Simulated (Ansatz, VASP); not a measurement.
## Ge3Pd: VASP beside Ansatz

Contents of INCAR:

```
PREC     = Accurate       # precision mode
ENCUT    = 520            # plane-wave cutoff, eV
EDIFF    = 1E-6           # SCF threshold, eV
ISMEAR   = -1             # smearing method
SIGMA    = 0.05           # smearing width, eV
LREAL    = False          # projectors in reciprocal space
LASPH    = True           # aspherical terms in the spheres
NELM     = 100            # most SCF steps
ALGO     = Normal         # electronic algorithm
ISIF     = 2              # what is computed and relaxed
LWAVE    = False          # write WAVECAR
LCHARG   = True           # write CHGCAR
LELF     = True           # ELF
LVHAR    = True         
NBANDS   = 34             # bands
```

File KPOINTS:

```
regular mesh
0
Gamma
  7 7 7
```

Contents of POSCAR:

```
Ge3Pd
1.0
    4.0574681928      0.0000000000      0.0000000000
    0.0000000000      4.0574681928      0.0000000000
    0.0000000000      0.0000000000      4.0574681928
Pd Ge
1 3
Direct
    0.0000000000      0.0000000000      0.0000000000
    0.5000000000      0.5000000000      0.0000000000
    0.5000000000      0.0000000000      0.5000000000
    0.0000000000      0.5000000000      0.5000000000
```

The input input.yaml:

```yaml
crystal:
  lattice:
    - [4.0574681928, 0.0, 0.0]
    - [0.0, 4.0574681928, 0.0]
    - [0.0, 0.0, 4.0574681928]
  atoms:
    - { symbol: Pd, position: [0.0, 0.0, 0.0] }
    - { symbol: Ge, position: [0.5, 0.5, 0.0] }
    - { symbol: Ge, position: [0.5, 0.0, 0.5] }
    - { symbol: Ge, position: [0.0, 0.5, 0.5] }
kpoints:
  mp_grid: { grid: [7, 7, 7] }
scf:
  occupations: { method: fermi_dirac, width: 0.05 }
hamiltonian:
  xc: lda
  pseudopotentials: { kind: all_electron, lapw: { basis_error: 0.002 } }
output:
  forces: true
  stress: true
  eigenvalues: true
```

Change from the starting cell: volume scaled by 0.94.

Alike in both runs: task single point; functional LDA; k mesh 7 × 7 × 7; occupations fermi-dirac, width 0.05 eV; no spin polarisation.

|  | VASP | Ansatz |
| --- | --- | --- |
| version | VASP 6.6.1 | Ansatz 0.2.0 |
| potentials or method | VASP PAW LDA potentials, release 64 (Pd, Ge_d), cutoff 520 eV | all-electron LAPW, scalar-relativistic |

VASP gave:

| Property | Result |
| --- | --- |
| gap on the k mesh at the Fermi level (eV) | none |
| pressure (GPa) | -1.5 |

Problem. Estimate Ansatz's values.

Solution. gap on the k mesh at the Fermi level (eV): none; pressure (GPa): -1.7.

LDA's correlation is that of Perdew and Zunger in VASP and of Perdew and Wang (1992) in Ansatz. A gap of «none» marks a metal or a gap that the smearing closes. Ansatz ran all-electron here, and VASP with PAW potentials.
